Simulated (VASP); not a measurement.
# CdTe (F-43m) in VASP: settings compared

The runs below take CdTe through single point, with PBE, r2SCAN.

Program: VASP 6.6.1. These are calculated values, not measurements. Logs are shortened: lines on timing, memory, paths and dates and some standing lists are left out, and cuts for length are marked.

## Step 1: The cell of the first run

The structure is cubic, space group F-43m (No. 216). Conventional cell: a = 6.602 Å, b = 6.602 Å, c = 6.602 Å, α = 90.00°, β = 90.00°, γ = 90.00°. Cd (site symmetry -43m) has 4 Te at 2.86 Å within 3.8 Å. Te (site symmetry -43m) has 4 Cd at 2.86 Å within 3.8 Å.

## Step 2: Single point, PBE (strained)

INCAR reads:

```
  PREC = Accurate
  ENCUT = 520
  EDIFF = 1E-6
  ISMEAR = 0
  SIGMA = 0.02
  LREAL = F
  LASPH = T
  NELM = 80
  ALGO = Normal
  ISIF = 2
  LWAVE = F
  LCHARG = T
  GGA = PE
  LELF = T
  LVHAR = T
  NBANDS = 16
```

KPOINTS reads:

```
regular mesh
0
Gamma
  8 8 8
```

POSCAR reads:

```
CdTe
1.0
    0.0000000000      3.3009897500      3.3009897500
    3.3009897500      0.0000000000      3.3009897500
    3.3009897500      3.3009897500      0.0000000000
Cd Te
1 1
Direct
    0.0000000000      0.0000000000      0.0000000000
    0.7500000000      0.7500000000      0.7500000000
```

Potentials or basis: VASP PAW PBE potentials, release 64 (Cd, Te).

On the command line:

```bash
$ cat potpaw_PBE.64/Cd/POTCAR potpaw_PBE.64/Te/POTCAR > POTCAR
$ mpirun -np 1 vasp_std > vasp.out
```

OUTCAR:

```text
PREC = Accurate
   ENCUT = 520
   EDIFF = 1E-6
   ISMEAR = 0
   LREAL = F
   LASPH = T
   NELM = 80
   ISIF = 2
   GGA = PE

 ion  position               nearest neighbor table
   1  0.000  0.000  0.000-   2 2.86   2 2.86   2 2.86   2 2.86
   2  0.750  0.750  0.750-   1 2.86   1 2.86   1 2.86   1 2.86

  LATTYP: Found a face centered cubic cell.
 ALAT       =     6.6019795000

  Lattice vectors:

 A1 = (   0.0000000000,   3.3009897500,   3.3009897500)
 A2 = (   3.3009897500,   0.0000000000,   3.3009897500)
 A3 = (   3.3009897500,   3.3009897500,   0.0000000000)

Analysis of symmetry for initial positions (statically):
=====================================================================
 Subroutine PRICEL returns:
 Original cell was already a primitive cell.

 Routine SETGRP: Setting up the symmetry group for a
 face centered cubic supercell.

 Subroutine GETGRP returns: Found 24 space group operations
 (whereof 24 operations were pure point group operations)
 out of a pool of 48 trial point group operations.

The static configuration has the point symmetry T_d .

Analysis of symmetry for dynamics (positions and initial velocities):
=====================================================================
 Subroutine PRICEL returns:
 Original cell was already a primitive cell.

 Routine SETGRP: Setting up the symmetry group for a
 face centered cubic supercell.

 Subroutine GETGRP returns: Found 24 space group operations
 (whereof 24 operations were pure point group operations)
 out of a pool of 48 trial point group operations.

The dynamic configuration has the point symmetry T_d .

 Subroutine INISYM returns: Found 24 space group operations
 (whereof 24 operations are pure point group operations),
 and found     1 'primitive' translations

----------------------------------------------------------------------------------------

                                     Primitive cell

  volume of cell :      71.9387

  direct lattice vectors                    reciprocal lattice vectors
     0.000000000  3.300989750  3.300989750    -0.151469722  0.151469722  0.151469722
     3.300989750  0.000000000  3.300989750     0.151469722 -0.151469722  0.151469722
     3.300989750  3.300989750  0.000000000     0.151469722  0.151469722 -0.151469722

  length of vectors
     4.668304474  4.668304474  4.668304474     0.262353254  0.262353254  0.262353254

  position of ions in fractional coordinates (direct lattice)
     0.000000000  0.000000000  0.000000000
     0.750000000  0.750000000  0.750000000

  ion indices of the primitive-cell ions
   primitive index   ion index
                 1           1
                 2           2

----------------------------------------------------------------------------------------

 KPOINTS: regular mesh

Automatic generation of k-mesh.
 Grid dimensions read from file:
 generate k-points for:    8    8    8

 Generating k-lattice:

  Cartesian coordinates                     Fractional coordinates (reciprocal lattice)
    -0.018933715  0.018933715  0.018933715     0.125000000  0.000000000  0.000000000
     0.018933715 -0.018933715  0.018933715     0.000000000  0.125000000  0.000000000
     0.018933715  0.018933715 -0.018933715     0.000000000  0.000000000  0.125000000

  Length of vectors
     0.032794157  0.032794157  0.032794157

  Shift w.r.t. Gamma in fractional coordinates (k-lattice)
     0.000000000  0.000000000  0.000000000

 Subroutine IBZKPT returns following result:
 ===========================================

 Found     29 irreducible k-points:

 Following reciprocal coordinates:
            Coordinates               Weight
  0.000000  0.000000  0.000000      1.000000
  0.125000  0.000000  0.000000      8.000000
  0.250000  0.000000  0.000000      8.000000
  0.375000  0.000000  0.000000      8.000000
  0.500000  0.000000  0.000000      4.000000
  0.125000  0.125000  0.000000      6.000000
[... 16 lines left out ...]
  0.500000  0.250000  0.125000     48.000000
 -0.375000  0.250000  0.125000     24.000000
 [... further k-points ...]
   k-points           NKPTS =     29   k-points in BZ     NKDIM =     29   number of bands    NBANDS=     16
   number of dos      NEDOS =    301   number of ions     NIONS =      2
   total plane-waves  NPLWV =  46656
   dimension x,y,z NGX =    36 NGY =   36 NGZ =   36
   dimension x,y,z NGXF=    72 NGYF=   72 NGZF=   72
   ions per type =               1   1
   NGX,Y,Z   is equivalent  to a cutoff of  12.82, 12.82, 12.82 a.u.
   NGXF,Y,Z  is equivalent  to a cutoff of  25.64, 25.64, 25.64 a.u.
 SYSTEM =  unknown system
   PREC   = accura    normal or accurate (medium, high low for compatibility)
   ISTART =      0    job   : 0-new  1-cont  2-samecut
   ICHARG =      2    charge: 1-file 2-atom 10-const
   ISPIN  =      1    spin polarized calculation?
   LNONCOLLINEAR =      F non collinear calculations
   LSORBIT =      F    spin-orbit coupling
   LASPH  =      T    aspherical Exc in radial PAW
   ENCUT  =  520.0 eV  38.22 Ry    6.18 a.u.   8.68  8.68  8.68*2*pi/ulx,y,z
   NELM   =     80;   NELMIN=  2; NELMDL= -5     # of ELM steps
   EDIFF  = 0.1E-05   stopping-criterion for ELM
   LREAL  =      F    real-space projection
   EDIFFG = 0.1E-04   stopping-criterion for IOM
   NSW    =      0    number of steps for IOM
   IBRION =     -1    ionic relax: 0-MD 1-quasi-New 2-CG
   NFREE  =      0    steps in history (QN), initial steepest desc. (CG)
   ISIF   =      2    stress and relaxation
   ISYM   =      2    0-nonsym 1-usesym 2-fastsym
   POTIM  = 0.5000    time-step for ionic-motion
   TEBEG  =    0.0;   TEEND  =   0.0 temperature during run
   PSTRESS=    0.0 pullay stress
   NELECT =      18.0000    total number of electrons
   NUPDOWN=      -1.0000    fix difference up-down
   EMIN   =  10.00;   EMAX   =-10.00  energy-range for DOS
   EFERMI =   0.00;   METHOD = LEGACY
   ISMEAR =     0;   SIGMA  =   0.02  broadening in eV -4-tet -1-fermi 0-gaus
   EFERMI_NEDOS =   21; number of points for ismear=-14 and -15
   IALGO  =     38    algorithm
   IMIX   =      4    mixing-type and parameters
     AMIX     =   0.40;   BMIX     =  1.00
     AMIX_MAG =   1.60;   BMIX_MAG =  1.00
  volume/ion in A,a.u.               =      35.97       242.73
  Fermi-wavevector in a.u.,A,eV,Ry     =   1.031600  1.949442 14.479311  1.064199
  Thomas-Fermi vector in A             =   2.165757
   LORBIT       =      0    0 simple, 1 ext, 2 COOP (PROOUT), +10 PAW based schemes
   GGA     = PE    functional components
   LHFCALC =     F    Hartree Fock is set to
   AEXX    =    0.0000 exact exchange contribution
   IVDW    =     0    specifies the selected vdW correction
   LEPSILON=     F    determine dielectric tensor
   LRPA    =     F    only Hartree local field effects (RPA)
 non-spin polarized calculation
 Gauss-broadening in eV      SIGMA  =   0.02
  energy-cutoff  :      520.00
  volume of cell :       71.94
 maximum number of plane-waves:      1964
   NGX = 17   NGY = 17   NGZ = 17

 number of electron      18.0000007 magnetization

 Free energy of the ion-electron system (eV)
  ---------------------------------------------------
  ext. energy  EPLUGINS =         0.00000000
  ---------------------------------------------------
  free energy    TOTEN  =        -4.81125204 eV

  energy without entropy =       -4.81125204  energy(sigma->0) =       -4.81125204

 E-fermi :   1.9650     XC(G=0):  -8.3411

 val. band max:        1.8590291469   @ k =   0.0000   0.0000   0.0000
 cond. band min:       2.4636507681   @ k =   0.0000   0.0000   0.0000
 fundamental gap:      0.6046216212
 Fermi energy:         1.9649626930

 k-point     1 :       0.0000    0.0000    0.0000
  band No.  band energies     occupation
      1      -9.0125      2.00000
      2      -6.2510      2.00000
      3      -6.2510      2.00000
      4      -6.2510      2.00000
      5      -6.0294      2.00000
      6      -6.0294      2.00000
[... 8 lines left out ...]
     15      11.1190      0.00000
     16      11.1190      0.00000

 k-point     2 :       0.1250    0.0000    0.0000
  band No.  band energies     occupation
      1      -8.9614      2.00000
      2      -6.2416      2.00000
      3      -6.2416      2.00000
      4      -6.2081      2.00000
      5      -6.0301      2.00000
      6      -6.0301      2.00000
[... 8 lines left out ...]
     15      10.4699      0.00000
     16      10.4699      0.00000

 k-point     3 :       0.2500    0.0000    0.0000
  band No.  band energies     occupation
      1      -8.8380      2.00000
      2      -6.2207      2.00000
      3      -6.2207      2.00000
      4      -6.0689      2.00000
      5      -6.0295      2.00000
      6      -6.0295      2.00000
[... 8 lines left out ...]
     15      10.2696      0.00000
     16      10.2696      0.00000

 k-point     4 :       0.3750    0.0000    0.0000
  band No.  band energies     occupation
      1      -8.7159      2.00000
      2      -6.2032      2.00000
      3      -6.2032      2.00000
      4      -6.0250      2.00000
      5      -6.0250      2.00000
      6      -5.8505      2.00000
[... 8 lines left out ...]
     15      11.0204      0.00000
     16      11.0204      0.00000

 k-point     5 :       0.5000    0.0000    0.0000
  band No.  band energies     occupation
      1      -8.6664      2.00000
      2      -6.1972      2.00000
      3      -6.1972      2.00000
      4      -6.0217      2.00000
      5      -6.0217      2.00000
      6      -5.7203      2.00000
[... 8 lines left out ...]
     15      12.0320      0.00000
     16      12.0320      0.00000

 k-point     6 :       0.1250    0.1250    0.0000
  band No.  band energies     occupation
      1      -8.9445      2.00000
      2      -6.2325      2.00000
      3      -6.2325      2.00000
      4      -6.2063      2.00000
      5      -6.0346      2.00000
      6      -6.0256      2.00000
[... 8 lines left out ...]
     15      10.3125      0.00000
     16      11.2540      0.00000
[... 267 lines left out ...]
 k-point    21 :       0.5000    0.5000    0.0000
  band No.  band energies     occupation
      1      -8.5610      2.00000
      2      -6.1135      2.00000
      3      -6.1135      2.00000
      4      -6.1120      2.00000
      5      -6.0032      2.00000
      6      -5.5991      2.00000
[... 8 lines left out ...]
     15      12.5721      0.00000
     16      13.2357      0.00000

 k-point    22 :       0.3750    0.2500    0.1250
  band No.  band energies     occupation
      1      -8.7478      2.00000
      2      -6.1967      2.00000
      3      -6.1867      2.00000
      4      -6.0652      2.00000
      5      -6.0208      2.00000
      6      -5.9431      2.00000
[... 8 lines left out ...]
     15      11.5330      0.00000
     16      12.1331      0.00000

 k-point    23 :       0.5000    0.2500    0.1250
  band No.  band energies     occupation
      1      -8.6526      2.00000
      2      -6.1800      2.00000
      3      -6.1715      2.00000
      4      -6.0511      2.00000
      5      -6.0208      2.00000
      6      -5.7496      2.00000
[... 8 lines left out ...]
     15      11.6943      0.00000
     16      12.4430      0.00000

 k-point    24 :      -0.3750    0.2500    0.1250
  band No.  band energies     occupation
      1      -8.6141      2.00000
      2      -6.1755      2.00000
      3      -6.1654      2.00000
      4      -6.0417      2.00000
      5      -6.0243      2.00000
      6      -5.6379      2.00000
[... 8 lines left out ...]
     15      11.8829      0.00000
     16      12.3221      0.00000

 [... further k-points ...]
[... 5 lines left out ...]
  --------------------------------------------------------------------------------------
  -------------------------------------------------------------------------------------
  Total        0.1715561      0.1715561      0.1715561      0.0000000      0.0000000     -0.0000000
  in kB        3.8207999      3.8207999      3.8207999      0.0000000      0.0000000     -0.0000000
  external PRESSURE =       3.8207999 kB  Pullay stress =       0.0000000 kB

 VOLUME and BASIS-vectors are now :
 -----------------------------------------------------------------------------
  energy-cutoff  :      520.00
  volume of cell :       71.94
      direct lattice vectors                 reciprocal lattice vectors
     0.000000000  3.300989750  3.300989750    -0.151469722  0.151469722  0.151469722
     3.300989750  0.000000000  3.300989750     0.151469722 -0.151469722  0.151469722
     3.300989750  3.300989750  0.000000000     0.151469722  0.151469722 -0.151469722

 POSITION                                       TOTAL-FORCE (eV/Angst)
 -----------------------------------------------------------------------------------
      0.00000      0.00000      0.00000        -0.000000     -0.000000     -0.000000
      4.95148      4.95148      4.95148         0.000000      0.000000      0.000000
 -----------------------------------------------------------------------------------
    total drift:                                0.000000      0.000000      0.000001

  FREE ENERGIE OF THE ION-ELECTRON SYSTEM (eV)
  ---------------------------------------------------
  free  energy   TOTEN  =        -4.8112520386 eV

  energy  without entropy=       -4.8112520386  energy(sigma->0) =       -4.81125204
```

Run time: 34 s. Hardware: 1 thread of Intel Xeon 8259CL, shared host; peak memory 0.22 GiB.

Results:

| Item | Value |
| --- | --- |
| Free energy | -4.8113 eV |
| Pressure | 0.4 GPa |
| Band gap on the k mesh | 0.60 eV |

Caveat: the cell differs from its parent crystal (strained); spin-orbit coupling is left out, which moves the levels of the heavy elements.

## Step 3: Single point, r2SCAN (strained)

POSCAR reads:

```
CdTe
1.0
    0.0000000000      3.2719845000      3.2719845000
    3.2719845000      0.0000000000      3.2719845000
    3.2719845000      3.2719845000      0.0000000000
Cd Te
1 1
Direct
    0.0000000000      0.0000000000      0.0000000000
    0.7500000000      0.7500000000      0.7500000000
```

INCAR.step1 reads:

```
SYSTEM = CdTe
ALGO     = Normal         ! electronic algorithm
EDIFF    = 1E-4           ! SCF threshold, eV
ENCUT    = 520            ! plane-wave cutoff, eV
GGA      = PE             ! functional
ISMEAR   = 0              ! smearing method
LASPH    = .True.         ! aspherical terms in the spheres
LCHARG   = .False.        ! write CHGCAR
LREAL    = .False.        ! projectors in reciprocal space
LWAVE    = .True.         ! write WAVECAR
NBANDS   = 16             ! bands
NELM     = 80             ! most SCF steps
PREC     = Accurate       ! precision mode
SIGMA    = 0.02           ! smearing width, eV
```

INCAR.step2 reads:

```
SYSTEM = CdTe
ALGO     = Normal         ! electronic algorithm
EDIFF    = 1E-6           ! SCF threshold, eV
ENCUT    = 520            ! plane-wave cutoff, eV
ISIF     = 2              ! what is computed and relaxed
ISMEAR   = 0              ! smearing method
ISTART   = 1            
LASPH    = .True.         ! aspherical terms in the spheres
LCHARG   = .False.        ! write CHGCAR
LMIXTAU  = .True.       
LREAL    = .False.        ! projectors in reciprocal space
LWAVE    = .False.        ! write WAVECAR
METAGGA  = R2SCAN         ! meta-GGA
NBANDS   = 16             ! bands
NELM     = 80             ! most SCF steps
PREC     = Accurate       ! precision mode
SIGMA    = 0.02           ! smearing width, eV
```

KPOINTS reads:

```
k-points
0
Gamma
  8 8 8
  0 0 0
```

Potentials or basis: VASP PAW PBE potentials, release 64 (Cd, Te).

On the command line:

```bash
$ cat potpaw_PBE.64/Cd/POTCAR potpaw_PBE.64/Te/POTCAR > POTCAR
$ cp INCAR.step1 INCAR
$ mpirun -np 1 vasp_std > vasp.out
$ cp INCAR.step2 INCAR
$ mpirun -np 1 vasp_std > vasp.out
```

It took 1.8 min on 1 thread of Intel Xeon 8259CL, shared host; peak memory 0.23 GiB.

The run converged. Its results:

| Item | Value |
| --- | --- |
| Free energy | -46.6446 eV |
| Pressure | 0.4 GPa |
| Band gap on the k mesh | 1.18 eV |

Levels at points of the mesh, in eV from the valence-band top:
| k point | band 7 | band 8 | band 9 | band 10 | band 11 | band 12 |
| --- | --- | --- | --- | --- | --- | --- |
| (0.00, 0.00, 0.00) | 0.00 | 0.00 | 0.00 | 1.18 | 5.05 | 5.05 |
| (0.50, 0.00, 0.00) | -4.33 | -0.75 | -0.75 | 2.20 | 5.60 | 5.60 |
| (0.50, 0.50, 0.00) | -4.21 | -1.81 | -1.81 | 2.94 | 2.99 | 9.29 |

Caveat: the cell differs from its parent crystal (strained); the PAW data sets were made with another functional, which shifts forces and pressure a little; spin-orbit coupling is left out, which moves the levels of the heavy elements.

## Step 4: Single point, PBE (strained)

INCAR reads:

```
SYSTEM = CdTe
PREC = Accurate
ENCUT = 520
EDIFF = 1E-6
ISMEAR = 0
SIGMA = 0.02
LREAL = .False.
LASPH = .True.
NELM = 100
ALGO = Normal
ISIF = 2
LWAVE = .False.
LCHARG = .False.
GGA = PE
NBANDS = 16
```

KPOINTS reads:

```
Automatic mesh
0
Gamma
  8 8 8
  0 0 0
```

POSCAR reads:

```
CdTe
1.0
    0.0000000000      3.0892354000      3.0892354000
    3.0892354000      0.0000000000      3.0892354000
    3.0892354000      3.0892354000      0.0000000000
Cd Te
1 1
Direct
    0.0000000000      0.0000000000      0.0000000000
    0.7500000000      0.7500000000      0.7500000000
```

On the command line:

```bash
$ cat potpaw_PBE.64/Cd/POTCAR potpaw_PBE.64/Te/POTCAR > POTCAR
$ mpirun -np 1 vasp_std > vasp.out
```

Wall time 19 s (1 thread of Intel Xeon Platinum 8259CL at 2.50GHz (Skylake/Cascade Lake), shared host); peak memory 0.18 GiB.

Results (log left out):

| Property | Result |
| --- | --- |
| Free energy | -4.3882 eV |
| Pressure | 12.1 GPa |
| Band gap on the k mesh | 1.22 eV |

Levels at points of the mesh, in eV from the valence-band top:
```csv
k point,band 5,band 6,band 7,band 8,band 9,band 10,band 11,band 12,band 13,band 14
"(0.00, 0.00, 0.00)",-8.52,-8.52,0.00,0.00,0.00,1.22,4.46,4.46,4.46,7.62
"(0.50, 0.00, 0.00)",-8.51,-8.04,-5.34,-1.02,-1.02,1.95,5.09,5.09,7.06,9.27
"(0.50, 0.50, 0.00)",-8.48,-7.84,-5.07,-2.42,-2.42,2.24,2.57,9.69,9.86,9.86
```

Caveat: the cell differs from its parent crystal (strained); the cell stands under pressure; spin-orbit coupling is left out, which moves the levels of the heavy elements.

## Step 5: Summary

| level | cell | gap on the mesh (eV) | pressure (GPa) |
| --- | --- | --- | --- |
| PBE | a = 4.668 Å, angles 60.0°, 2 atoms | 0.60 | 0.4 |
| r2SCAN | a = 4.627 Å, angles 60.0°, 2 atoms | 1.18 | 0.4 |
| PBE | a = 4.369 Å, angles 60.0°, 2 atoms | 1.22 | 12.1 |

Alike in all rows: task single point; potentials or basis VASP PAW PBE potentials, release 64 (Cd, Te); no spin polarisation; k mesh 8 × 8 × 8; cutoff (eV) 520; smearing gaussian 0.02 eV.

Caveats: spin-orbit coupling is left out, which moves the levels of the heavy elements; the PAW data sets were made with another functional, which shifts forces and pressure a little (at least some runs); the cell stands under pressure (at least some runs).

Absolute energies hang on the potentials; compare differences alone.
